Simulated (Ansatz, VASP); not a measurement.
**CdF2 in VASP and in Ansatz**

File INCAR:

```
SYSTEM = CdF2
PREC     = Accurate       ! precision mode
ENCUT    = 520            ! plane-wave cutoff, eV
EDIFF    = 1E-6           ! SCF threshold, eV
ISMEAR   = 0              ! smearing method
SIGMA    = 0.05           ! smearing width, eV
LREAL    = .False.        ! projectors in reciprocal space
LASPH    = .True.         ! aspherical terms in the spheres
NELM     = 100            ! most SCF steps
ALGO     = Normal         ! electronic algorithm
ISIF     = 2              ! what is computed and relaxed
LWAVE    = .False.        ! write WAVECAR
LCHARG   = .False.        ! write CHGCAR
GGA      = PS             ! functional
NBANDS   = 20             ! bands
```

File KPOINTS:

```
regular mesh
0
Gamma
  8 8 8
  0 0 0
```

The input POSCAR:

```
CdF2
1.0
    0.0000000000      2.7402418308      2.9101368243
    2.7402418308      0.0000000000      2.9101368243
    2.7402418308      2.7402418308      0.0000000000
Cd F
1 2
Direct
    0.0000000000      0.0000000000      0.0000000000
    0.2500000000      0.2500000000      0.2500000000
    0.7500000000      0.7500000000      0.7500000000
```

Input for Ansatz:

```yaml
crystal:
  lattice:
    - [0.0, 2.7402418308, 2.9101368243]
    - [2.7402418308, 0.0, 2.9101368243]
    - [2.7402418308, 2.7402418308, 0.0]
  atoms:
    - { symbol: Cd, position: [0.0, 0.0, 0.0] }
    - { symbol: F, position: [0.25, 0.25, 0.25] }
    - { symbol: F, position: [0.75, 0.75, 0.75] }
basis:
  ecutwfc: 520.0
kpoints:
  mp_grid: { grid: [8, 8, 8] }
hamiltonian:
  xc: pbesol
scf:
  occupations: { method: gaussian, width: 0.05 }
output:
  forces: true
  stress: true
  eigenvalues: true
```

Alike in both runs: task single point; functional PBEsol; k mesh 8 × 8 × 8; occupations gaussian, width 0.05 eV; no spin polarisation.

|  | VASP | Ansatz |
| --- | --- | --- |
| version | VASP 6.6.1 | Ansatz 0.2.0 |
| potentials or method | VASP PAW PBE potentials, release 64 (Cd, F), cutoff 520 eV | scalar-relativistic, plane waves, PAW |
| valence electrons in the cell | 26 | 34 |

VASP gave:

- gap on the k mesh at the Fermi level (eV): 2.42
- least direct gap on the mesh (eV): 3.01
- pressure (GPa): -9.0
- traceless stress, the component that is largest in VASP (GPa): -4.05

**Question.** Estimate Ansatz's values.

**Answer.** gap on the k mesh at the Fermi level (eV): 2.45; least direct gap on the mesh (eV): 3.04; pressure (GPa): -9.4; traceless stress, the component that is largest in VASP (GPa): -4.10.

VASP's potentials were made for PBE, not for PBEsol. VASP's potentials hold 26 valence electrons a cell and Ansatz's 34, so a difference there can come from the potentials and not from the codes.
